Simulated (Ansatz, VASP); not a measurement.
**Two plane-wave programs on GaP**

```
Ga P
1.0
     0.00000    2.72000    2.72000
     2.72000    0.00000    2.72000
     2.72000    2.72000    0.00000
Ga P
1 1
Cartesian
  0.0000 0.0000 0.0000
  1.3600 1.3600 1.3600
```

Alike in both runs: task single point; functional LDA; k mesh 6 × 6 × 6; occupations gaussian, width 0.1 eV; no spin polarisation.

```csv
,VASP,Ansatz
version,VASP 6.6.1,Ansatz 0.2.0
potentials or method,"VASP PAW LDA potentials, release 64 (Ga_d, P), cutoff 500 eV","scalar-relativistic, plane waves, PAW"
valence electrons in the cell,18,18
```

|  | VASP | Ansatz | Ansatz less VASP |
| --- | --- | --- | --- |
| gap on the k mesh at the Fermi level (eV) | 1.48 | 1.48 | +0.001 |
| least direct gap on the mesh (eV) | 1.68 | 1.65 | -0.029 |
| pressure (GPa) | -2.2 | -2.3 | -0.06 |

Ansatz warns that its potentials were made for another functional, while VASP's fit it. LDA's correlation is that of Perdew and Zunger in VASP and of Perdew and Wang (1992) in Ansatz.
